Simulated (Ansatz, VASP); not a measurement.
# Two plane-wave programs on Sb

```xyz
2
Lattice="3.3545 0.0000 0.0000 -1.6773 2.9051 0.0000 0.0000 0.0000 5.4702" Properties=species:S:1:pos:R:3 pbc="T T T"
Sb    1.6773    0.9684    4.1026
Sb    0.0000    1.9367    1.3675
```

Alike in both runs: functional BLYP; k mesh 9 × 9 × 5; occupations fermi-dirac, width 0.05 eV; no spin polarisation.

|  | VASP | Ansatz |
| --- | --- | --- |
| version | VASP 6.6.1 | Ansatz 0.2.0 |
| potentials or method | VASP PAW PBE potentials, release 64 (Sb) | Ansatz PAW |
| plane-wave cutoff (eV) | 520 | 420 |
| valence electrons in the cell | 10 | 30 |
| task | single point | band structure |

|  | VASP | Ansatz | Ansatz less VASP |
| --- | --- | --- | --- |
| gap on the k mesh at the Fermi level (eV) | none | none | - |
| pressure (GPa) | 7.5 | 7.3 | -0.21 |
| traceless stress, the component that is largest in VASP (GPa) | -0.22 | -0.23 | -0.013 |

VASP's potentials were made for PBE, not for BLYP. A gap of «none» marks a metal or a gap that the smearing closes. The functional is the same, so the differences come from potentials, cutoffs and numerics. VASP's potentials hold 10 valence electrons a cell and Ansatz's 30, so a difference there can come from the potentials and not from the codes.

Spin-orbit coupling is off throughout.
